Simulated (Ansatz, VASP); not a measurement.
PtS2: VASP beside Ansatz

```
CELL_PARAMETERS angstrom
3.45140 0.00000 0.00000
-1.72570 2.98900 0.00000
0.00000 0.00000 6.33420
ATOMIC_POSITIONS crystal
Pt 0.00000 0.00000 0.00000
S 0.33333 0.66667 0.20509
S 0.66667 0.33333 0.79491
```

Alike in both runs: functional PBE; k mesh 9 × 9 × 4; occupations gaussian, width 0.05 eV; no spin polarisation.

Ansatz relaxed the structure, and its values are those at the end. VASP's run is a single point on that final structure, the one shown.

|  | VASP | Ansatz |
| --- | --- | --- |
| version | VASP 6.6.1 | Ansatz 0.2.0 |
| potentials or method | VASP PAW PBE potentials, release 64 (Pt_sv_GW, S), cutoff 570 eV | scalar-relativistic, plane waves, PAW |
| valence electrons in the cell | 30 | 30 |

VASP gave:

| Item | Value |
| --- | --- |
| gap on the k mesh at the Fermi level (eV) | 1.51 |
| least direct gap on the mesh (eV) | 1.62 |
| pressure (GPa) | 3.9 |
| rms of the force components (eV/Å) | 0.014 |

Problem. Which values does Ansatz return?

Solution. gap on the k mesh at the Fermi level (eV): 1.51; least direct gap on the mesh (eV): 1.61; pressure (GPa): 4.6; rms of the force components (eV/Å): 0.001.

Ansatz's warnings: stress scf threshold loose.

Neither program's run includes spin-orbit coupling.
